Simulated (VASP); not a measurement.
# Sn (Fd-3m) in VASP: a series of runs

The runs below take Sn through single point, with PBEsol.

All numbers are computed with VASP 6.6.1; they aren't measurements. Logs are shortened: lines on timing, memory, paths and dates and some standing lists are left out, and cuts for length are marked.

**1. The cell of the first run**

The structure is cubic, space group Fd-3m (No. 227). The conventional cell has a = 6.001 Å, b = 6.001 Å, c = 6.001 Å, α = 90.00°, β = 90.00°, γ = 90.00°. Sn (site symmetry -43m) has 4 Sn at 2.60 Å within 3.4 Å.

**2. Single point, PBEsol**

The input, INCAR:

```
  PREC = Accurate
  ENCUT = 520
  EDIFF = 1E-7
  ISMEAR = -1
  SIGMA = 0.05
  LREAL = F
  LASPH = T
  NELM = 80
  ALGO = Normal
  ISIF = 2
  LWAVE = F
  LCHARG = F
  GGA = PS
  NBANDS = 21
```

The input, KPOINTS:

```
Automatic mesh
0
Gamma
  7 7 7
```

The input, POSCAR:

```
Sn
1.0
    0.0000000000      3.0003785987      3.0003785987
    3.0003785987      0.0000000000      3.0003785987
    3.0003785987      3.0003785987      0.0000000000
Sn
2
Direct
    0.7500000000      0.7500000000      0.7500000000
    0.5000000000      0.5000000000      0.5000000000
```

Potentials or basis: VASP PAW PBE potentials, release 64 (Sn_d).

Launch:

```
$ cat potpaw_PBE.64/Sn_d/POTCAR > POTCAR
$ mpirun -np 1 vasp_std > vasp.out
```

OUTCAR:

```text
PREC = Accurate
   ENCUT = 520
   EDIFF = 1E-7
   ISMEAR = -1
   LREAL = F
   LASPH = T
   NELM = 80
   ISIF = 2
   GGA = PS

 ion  position               nearest neighbor table
   1  0.750  0.750  0.750-   2 2.60   2 2.60   2 2.60   2 2.60
   2  0.500  0.500  0.500-   1 2.60   1 2.60   1 2.60   1 2.60

  LATTYP: Found a face centered cubic cell.
 ALAT       =     6.0007571974

  Lattice vectors:

 A1 = (   0.0000000000,   3.0003785987,   3.0003785987)
 A2 = (   3.0003785987,   0.0000000000,   3.0003785987)
 A3 = (   3.0003785987,   3.0003785987,   0.0000000000)

Analysis of symmetry for initial positions (statically):
=====================================================================
 Subroutine PRICEL returns:
 Original cell was already a primitive cell.

 Routine SETGRP: Setting up the symmetry group for a
 face centered cubic supercell.

 Subroutine GETGRP returns: Found 48 space group operations
 (whereof 24 operations were pure point group operations)
 out of a pool of 48 trial point group operations.

The static configuration has the point symmetry T_d .
 The point group associated with its full space group is O_h .

Analysis of symmetry for dynamics (positions and initial velocities):
=====================================================================
 Subroutine PRICEL returns:
 Original cell was already a primitive cell.

 Routine SETGRP: Setting up the symmetry group for a
 face centered cubic supercell.

 Subroutine GETGRP returns: Found 48 space group operations
 (whereof 24 operations were pure point group operations)
 out of a pool of 48 trial point group operations.

The dynamic configuration has the point symmetry T_d .
 The point group associated with its full space group is O_h .

 Subroutine INISYM returns: Found 48 space group operations
 (whereof 24 operations are pure point group operations),
 and found     1 'primitive' translations

----------------------------------------------------------------------------------------

                                     Primitive cell

  volume of cell :      54.0204

  direct lattice vectors                    reciprocal lattice vectors
     0.000000000  3.000378599  3.000378599    -0.166645636  0.166645636  0.166645636
     3.000378599  0.000000000  3.000378599     0.166645636 -0.166645636  0.166645636
     3.000378599  3.000378599  0.000000000     0.166645636  0.166645636 -0.166645636

  length of vectors
     4.243176107  4.243176107  4.243176107     0.288638709  0.288638709  0.288638709

  position of ions in fractional coordinates (direct lattice)
     0.750000000  0.750000000  0.750000000
     0.500000000  0.500000000  0.500000000

  ion indices of the primitive-cell ions
   primitive index   ion index
                 1           1
                 2           2

----------------------------------------------------------------------------------------

 KPOINTS: Automatic mesh

Automatic generation of k-mesh.
 Grid dimensions read from file:
 generate k-points for:    7    7    7

 Generating k-lattice:

  Cartesian coordinates                     Fractional coordinates (reciprocal lattice)
    -0.023806519  0.023806519  0.023806519     0.142857143  0.000000000  0.000000000
     0.023806519 -0.023806519  0.023806519     0.000000000  0.142857143  0.000000000
     0.023806519  0.023806519 -0.023806519     0.000000000  0.000000000  0.142857143

  Length of vectors
     0.041234101  0.041234101  0.041234101

  Shift w.r.t. Gamma in fractional coordinates (k-lattice)
     0.000000000  0.000000000  0.000000000

 Subroutine IBZKPT returns following result:
 ===========================================

 Found     20 irreducible k-points:

 Following reciprocal coordinates:
            Coordinates               Weight
  0.000000  0.000000  0.000000      1.000000
  0.142857  0.000000  0.000000      8.000000
  0.285714  0.000000  0.000000      8.000000
  0.428571  0.000000  0.000000      8.000000
  0.142857  0.142857  0.000000      6.000000
  0.285714  0.142857  0.000000     24.000000
[... 12 lines left out ...]
 -0.428571  0.428571  0.142857     24.000000
 -0.285714  0.428571  0.142857     24.000000
   k-points           NKPTS =     20   k-points in BZ     NKDIM =     20   number of bands    NBANDS=     21
   number of dos      NEDOS =    301   number of ions     NIONS =      2
   total plane-waves  NPLWV =  32768
   dimension x,y,z NGX =    32 NGY =   32 NGZ =   32
   dimension x,y,z NGXF=    64 NGYF=   64 NGZF=   64
   ions per type =               2
   NGX,Y,Z   is equivalent  to a cutoff of  12.54, 12.54, 12.54 a.u.
   NGXF,Y,Z  is equivalent  to a cutoff of  25.07, 25.07, 25.07 a.u.
 SYSTEM =  unknown system
   PREC   = accura    normal or accurate (medium, high low for compatibility)
   ISTART =      0    job   : 0-new  1-cont  2-samecut
   ICHARG =      2    charge: 1-file 2-atom 10-const
   ISPIN  =      1    spin polarized calculation?
   LNONCOLLINEAR =      F non collinear calculations
   LSORBIT =      F    spin-orbit coupling
   LASPH  =      T    aspherical Exc in radial PAW
   ENCUT  =  520.0 eV  38.22 Ry    6.18 a.u.   7.89  7.89  7.89*2*pi/ulx,y,z
   NELM   =     80;   NELMIN=  2; NELMDL= -5     # of ELM steps
   EDIFF  = 0.1E-06   stopping-criterion for ELM
   LREAL  =      F    real-space projection
   EDIFFG = 0.1E-05   stopping-criterion for IOM
   NSW    =      0    number of steps for IOM
   IBRION =     -1    ionic relax: 0-MD 1-quasi-New 2-CG
   NFREE  =      0    steps in history (QN), initial steepest desc. (CG)
   ISIF   =      2    stress and relaxation
   ISYM   =      2    0-nonsym 1-usesym 2-fastsym
   POTIM  = 0.5000    time-step for ionic-motion
   TEBEG  =    0.0;   TEEND  =   0.0 temperature during run
   PSTRESS=    0.0 pullay stress
   NELECT =      28.0000    total number of electrons
   NUPDOWN=      -1.0000    fix difference up-down
   EMIN   =  10.00;   EMAX   =-10.00  energy-range for DOS
   EFERMI =   0.00;   METHOD = LEGACY
   ISMEAR =    -1;   SIGMA  =   0.05  broadening in eV -4-tet -1-fermi 0-gaus
   EFERMI_NEDOS =   21; number of points for ismear=-14 and -15
   IALGO  =     38    algorithm
   IMIX   =      4    mixing-type and parameters
     AMIX     =   0.40;   BMIX     =  1.00
     AMIX_MAG =   1.60;   BMIX_MAG =  1.00
  volume/ion in A,a.u.               =      27.01       182.27
  Fermi-wavevector in a.u.,A,eV,Ry     =   1.315048  2.485079 23.529235  1.729350
  Thomas-Fermi vector in A             =   2.445258
   LORBIT       =      0    0 simple, 1 ext, 2 COOP (PROOUT), +10 PAW based schemes
   GGA     = PS    functional components
   LHFCALC =     F    Hartree Fock is set to
   AEXX    =    0.0000 exact exchange contribution
   IVDW    =     0    specifies the selected vdW correction
   LEPSILON=     F    determine dielectric tensor
   LRPA    =     F    only Hartree local field effects (RPA)
 non-spin polarized calculation
  energy-cutoff  :      520.00
  volume of cell :       54.02
 maximum number of plane-waves:      1468
   NGX = 15   NGY = 15   NGZ = 15

 number of electron      28.0000014 magnetization

 Free energy of the ion-electron system (eV)
  ---------------------------------------------------
  ext. energy  EPLUGINS =         0.00000000
  ---------------------------------------------------
  free energy    TOTEN  =        -7.67591557 eV

  energy without entropy =       -7.67461554  energy(sigma->0) =       -7.67526556

 E-fermi :   8.4860     XC(G=0): -10.1411

 val. band max:        8.4421465007   @ k =   0.0000   0.0000   0.0000
 cond. band min:       8.5753377751   @ k =   0.4286   0.4286   0.0000
 fundamental gap:      0.1331912744
 Fermi energy:         8.4859564467

 k-point     1 :       0.0000    0.0000    0.0000
  band No.  band energies     occupation
      1     -13.9489      2.00000
      2     -13.9489      2.00000
      3     -13.9489      2.00000
      4     -13.8494      2.00000
      5     -13.8494      2.00000
      6     -13.2812      2.00000
[... 13 lines left out ...]
     20      16.6048      0.00000
     21      16.6048      0.00000

 k-point     2 :       0.1429    0.0000    0.0000
  band No.  band energies     occupation
      1     -13.9747      2.00000
      2     -13.9747      2.00000
      3     -13.9413      2.00000
      4     -13.8118      2.00000
      5     -13.8118      2.00000
      6     -13.3135      2.00000
[... 13 lines left out ...]
     20      15.4400      0.00000
     21      15.4400      0.00000

 k-point     3 :       0.2857    0.0000    0.0000
  band No.  band energies     occupation
      1     -14.0021      2.00000
      2     -14.0021      2.00000
      3     -13.9240      2.00000
      4     -13.7620      2.00000
      5     -13.7620      2.00000
      6     -13.3492      2.00000
[... 13 lines left out ...]
     20      15.5728      0.00000
     21      15.5728      0.00000

 k-point     4 :       0.4286    0.0000    0.0000
  band No.  band energies     occupation
      1     -14.0122      2.00000
      2     -14.0122      2.00000
      3     -13.9097      2.00000
      4     -13.7396      2.00000
      5     -13.7396      2.00000
      6     -13.3613      2.00000
[... 13 lines left out ...]
     20      17.1560      0.00000
     21      17.1560      0.00000

 k-point     5 :       0.1429    0.1429    0.0000
  band No.  band energies     occupation
      1     -13.9724      2.00000
      2     -13.9679      2.00000
      3     -13.9679      2.00000
      4     -13.8179      2.00000
      5     -13.7707      2.00000
      6     -13.3926      2.00000
[... 13 lines left out ...]
     20      14.8257      0.00000
     21      17.1573      0.00000
[... 286 lines left out ...]
     20      17.3159      0.00000
     21      18.3578      0.00000

 k-point    18 :      -0.4286    0.2857    0.1429
  band No.  band energies     occupation
      1     -14.0703      2.00000
      2     -14.0434      2.00000
      3     -13.8215      2.00000
      4     -13.6804      2.00000
      5     -13.6170      2.00000
      6     -13.5375      2.00000
[... 13 lines left out ...]
     20      17.5743      0.00000
     21      17.8506      0.00000

 k-point    19 :      -0.4286    0.4286    0.1429
  band No.  band energies     occupation
      1     -14.0606      2.00000
      2     -14.0574      2.00000
      3     -13.8114      2.00000
      4     -13.6835      2.00000
      5     -13.6108      2.00000
      6     -13.5040      2.00000
[... 13 lines left out ...]
     20      18.6171      0.00000
     21      19.9064      0.00000

 k-point    20 :      -0.2857    0.4286    0.1429
  band No.  band energies     occupation
      1     -14.0833      2.00000
      2     -14.0590      2.00000
      3     -13.7663      2.00000
      4     -13.6385      2.00000
      5     -13.5935      2.00000
      6     -13.5289      2.00000
[... 13 lines left out ...]
     20      17.9837      0.00000
     21      20.2276      0.00000

------------------------ aborting loop because EDIFF is reached ----------------------------------------

  FORCE on cell =-STRESS in cart. coord.  units (eV):
  Direction    XX          YY          ZZ          XY          YZ          ZX
  --------------------------------------------------------------------------------------
  -------------------------------------------------------------------------------------
  Total        6.7115281      6.7115281      6.7115281      0.0000000     -0.0000000     -0.0000000
  in kB      199.0553358    199.0553358    199.0553358      0.0000000     -0.0000000     -0.0000000
  external PRESSURE =     199.0553358 kB  Pullay stress =       0.0000000 kB

 VOLUME and BASIS-vectors are now :
 -----------------------------------------------------------------------------
  energy-cutoff  :      520.00
  volume of cell :       54.02
      direct lattice vectors                 reciprocal lattice vectors
     0.000000000  3.000378599  3.000378599    -0.166645636  0.166645636  0.166645636
     3.000378599  0.000000000  3.000378599     0.166645636 -0.166645636  0.166645636
     3.000378599  3.000378599  0.000000000     0.166645636  0.166645636 -0.166645636

 POSITION                                       TOTAL-FORCE (eV/Angst)
 -----------------------------------------------------------------------------------
      4.50057      4.50057      4.50057         0.000000     -0.000000     -0.000000
      3.00038      3.00038      3.00038        -0.000000      0.000000      0.000000
 -----------------------------------------------------------------------------------
    total drift:                               -0.000000     -0.000000      0.000000

  FREE ENERGIE OF THE ION-ELECTRON SYSTEM (eV)
  ---------------------------------------------------
  free  energy   TOTEN  =        -7.6759155727 eV

  energy  without entropy=       -7.6746155415  energy(sigma->0) =       -7.67526556
```

Wall time 22 s (1 thread of Intel Xeon 6975P-C, shared host); peak memory 0.18 GiB.

Results:

- Free energy: -7.6759 eV
- Pressure: 19.9 GPa
- Band gap on the k mesh: 0.13 eV, indirect (least direct gap 0.94 eV)

Levels at points of the mesh, in eV from the valence-band top:
```csv
k point,band 11,band 12,band 13,band 14,band 15,band 16,band 17,band 18
"(0.00, 0.00, 0.00)",-12.56,0.00,0.00,0.00,0.94,2.02,2.02,2.02
```

Caveat: the PAW data sets were made with another functional, which shifts forces and pressure a little; spin-orbit coupling is left out, which moves the levels of the heavy elements. A k mesh can miss the band edges.

**3. Single point, PBEsol**

This run uses another cell than the first one, of 29.72 Å³/atom, 1.100 times its volume.

The input, INCAR:

```
PREC     = Accurate       # precision mode
ENCUT    = 520            # plane-wave cutoff, eV
EDIFF    = 1E-6           # SCF threshold, eV
ISMEAR   = -1             # smearing method
SIGMA    = 0.05           # smearing width, eV
LREAL    = F              # projectors in reciprocal space
LASPH    = T              # aspherical terms in the spheres
NELM     = 60             # most SCF steps
ALGO     = Normal         # electronic algorithm
ISIF     = 2              # what is computed and relaxed
LWAVE    = F              # write WAVECAR
LCHARG   = F              # write CHGCAR
GGA      = PS             # functional
NBANDS   = 21             # bands
```

KPOINTS is that of step 2.

The input, POSCAR:

```
Sn
1.0
    0.0000000000      3.0974719597      3.0974719597
    3.0974719597      0.0000000000      3.0974719597
    3.0974719597      3.0974719597      0.0000000000
Sn
2
Direct
    0.7500000000      0.7500000000      0.7500000000
    0.5000000000      0.5000000000      0.5000000000
```

Potentials or basis: VASP PAW PBE potentials, release 64 (Sn_d).

Launch:

```
$ cat potpaw_PBE.64/Sn_d/POTCAR > POTCAR
$ mpirun -np 1 vasp_std > vasp.out
```

Run time: 27 s. Hardware: 1 thread of Intel Xeon 6975P-C, shared host; peak memory 0.2 GiB.

Results (log left out):

| Quantity | Value |
| --- | --- |
| Free energy | -8.1686 eV |
| Pressure | 9.9 GPa |
| Band gap on the k mesh | 0.19 eV, indirect (least direct gap 0.22 eV) |

Levels at points of the mesh, in eV from the valence-band top:
```csv
k point,band 10,band 11,band 12,band 13,band 14,band 15,band 16,band 17,band 18,band 19
"(0.00, 0.00, 0.00)",-21.48,-11.75,0.00,0.00,0.00,0.22,2.06,2.06,2.06,4.84
```

Caveat: the PAW data sets were made with another functional, which shifts forces and pressure a little; spin-orbit coupling is left out, which moves the levels of the heavy elements.

**4. Single point, PBEsol**

This run uses another cell than the first one, of 31.78 Å³/atom, 1.177 times its volume.

The input, INCAR:

```
SYSTEM = Sn
PREC = Accurate ; ENCUT = 520
EDIFF = 1E-7 ; ISMEAR = -1
SIGMA = 0.05 ; LREAL = .FALSE.
LASPH = .TRUE. ; NELM = 100
ALGO = Normal ; ISIF = 2
LWAVE = .FALSE. ; LCHARG = .FALSE.
GGA = PS ; NBANDS = 21
```

The input, KPOINTS:

```
Automatic mesh
0
G
  7 7 7
  0 0 0
```

The input, POSCAR:

```
Sn
1.0
    0.0000000000      3.1675736472      3.1675736472
    3.1675736472      0.0000000000      3.1675736472
    3.1675736472      3.1675736472      0.0000000000
Sn
2
Direct
    0.7500000000      0.7500000000      0.7500000000
    0.5000000000      0.5000000000      0.5000000000
```

Launch:

```
$ cat potpaw_PBE.64/Sn_d/POTCAR > POTCAR
$ mpirun -np 1 vasp_std > vasp.out
```

Wall time 32 s (1 thread of Intel Xeon 6975P-C, shared host); peak memory 0.2 GiB.

The run converged. Its results:

```yaml
Free_energy: -8.3581 eV
Pressure: 5.0 GPa
Band_gap_on_the_k_mesh: zero (filled and empty bands touch)
```

Levels at points of the mesh, in eV from the Fermi level:
```
           k point  band 10  band 11  band 12  band 13  band 14  band 15  band 16  band 17  band 18  band 19
(0.00, 0.00, 0.00)   -21.33   -11.18    -0.22     0.05     0.05     0.05     2.12     2.12     2.12     4.87
```

Caveat: the PAW data sets were made with another functional, which shifts forces and pressure a little; spin-orbit coupling is left out, which moves the levels of the heavy elements.

**5. Single point, PBEsol**

This run uses another cell than the first one, of 34.99 Å³/atom, 1.295 times its volume.

The input, INCAR:

```
PREC = Accurate
ENCUT = 520
EDIFF = 1E-6
ISMEAR = -1
SIGMA = 0.05
LREAL = False
LASPH = True
NELM = 80
ALGO = Normal
ISIF = 2
LWAVE = False
LCHARG = False
GGA = PS
NBANDS = 21
```

The input, KPOINTS:

```
Automatic mesh
0
Gamma
  7 7 7
```

The input, POSCAR:

```
Sn
1.0
    0.0000000000      3.2706970889      3.2706970889
    3.2706970889      0.0000000000      3.2706970889
    3.2706970889      3.2706970889      0.0000000000
Sn
2
Direct
    0.7500000000      0.7500000000      0.7500000000
    0.5000000000      0.5000000000      0.5000000000
```

Launch:

```
$ cat potpaw_PBE.64/Sn_d/POTCAR > POTCAR
$ mpirun -np 1 vasp_std > vasp.out
```

Wall time 30 s (1 thread of Intel Xeon 6975P-C, shared host); peak memory 0.2 GiB.

It converged, with:

```yaml
Free_energy: -8.4492 eV
Pressure: -0.1 GPa
Band_gap_on_the_k_mesh: zero (band 14 reaches 5.33 eV, above the bottom of band 15 at 5.17 eV)
```

Levels at points of the mesh, in eV from the Fermi level:
| k point | band 10 | band 11 | band 12 | band 13 | band 14 | band 15 | band 16 | band 17 | band 18 | band 19 |
| --- | --- | --- | --- | --- | --- | --- | --- | --- | --- | --- |
| (0.00, 0.00, 0.00) | -21.09 | -10.37 | -0.75 | 0.19 | 0.19 | 0.19 | 2.25 | 2.25 | 2.25 | 4.95 |

Caveat: the PAW data sets were made with another functional, which shifts forces and pressure a little; spin-orbit coupling is left out, which moves the levels of the heavy elements.

**6. The runs side by side**

```tsv
cell	gap on the mesh (eV)	pressure (GPa)
a = 4.243 Å, angles 60.0°, 2 atoms	0.13	19.9
a = 4.380 Å, angles 60.0°, 2 atoms	0.19	9.9
a = 4.480 Å, angles 60.0°, 2 atoms	none	5.0
a = 4.625 Å, angles 60.0°, 2 atoms	none	-0.1
```

Alike in all rows: task single point; level PBEsol; potentials or basis VASP PAW PBE potentials, release 64 (Sn_d); no spin polarisation; k mesh 7 × 7 × 7; cutoff (eV) 520; smearing fermi-dirac 0.05 eV.

Caveats: the PAW data sets were made with another functional, which shifts forces and pressure a little; spin-orbit coupling is left out, which moves the levels of the heavy elements.

Absolute energies hang on the potentials; compare differences alone.
